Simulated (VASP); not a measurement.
Here is a VASP 6.6.1 calculation.

File POSCAR:

```
Zr
1.0
    2.9803792394      0.0000000000      0.0000000000
    0.0000000000      2.9803792394      0.0000000000
    0.0000000000      0.0000000000      2.9803792394
Zr
1
Direct
    0.0000000000      0.0000000000      0.0000000000
```

The input INCAR.step1:

```
SYSTEM = Zr
  PREC = Accurate
  ENCUT = 550
  ISMEAR = -1
  SIGMA = 0.1
  LREAL = .False.
  LASPH = .True.
  NELM = 120
  NBANDS = 12
  GGA = PE
  ALGO = Normal
  EDIFF = 1E-5
  LWAVE = .True.
  LCHARG = .False.
  GGA_COMPAT = .False.
```

The input INCAR.step2:

```
SYSTEM = Zr
  PREC = Accurate
  ENCUT = 550
  EDIFF = 1E-6
  ISMEAR = -1
  SIGMA = 0.1
  LREAL = .False.
  LASPH = .True.
  NELM = 120
  ALGO = Normal
  ISIF = 2
  LWAVE = .False.
  LCHARG = .True.
  METAGGA = R2SCAN
  LMIXTAU = .True.
  LELF = .True.
  LVHAR = .True.
  NBANDS = 12
  ISTART = 1
  GGA_COMPAT = .False.
```

The input KPOINTS:

```
Automatic mesh
0
Gamma
  12 12 12
  0 0 0
```

Potentials or basis: VASP PAW PBE potentials, release 64 (Zr_sv).

Command:

```console
$ cat potpaw_PBE.64/Zr_sv/POTCAR > POTCAR
$ cp INCAR.step1 INCAR
$ mpirun -np 1 vasp_std > vasp.out
$ cp INCAR.step2 INCAR
$ mpirun -np 1 vasp_std > vasp.out
```

(1) What does it give for the pressure?

(2) Predict the band gap on the k mesh.

## Answers

(1) -4.0 GPa.

(2) zero (band 6 reaches 8.25 eV, above the bottom of band 7 at 5.70 eV).

Caveat: the PAW data sets were made with another functional, which shifts forces and pressure a little.
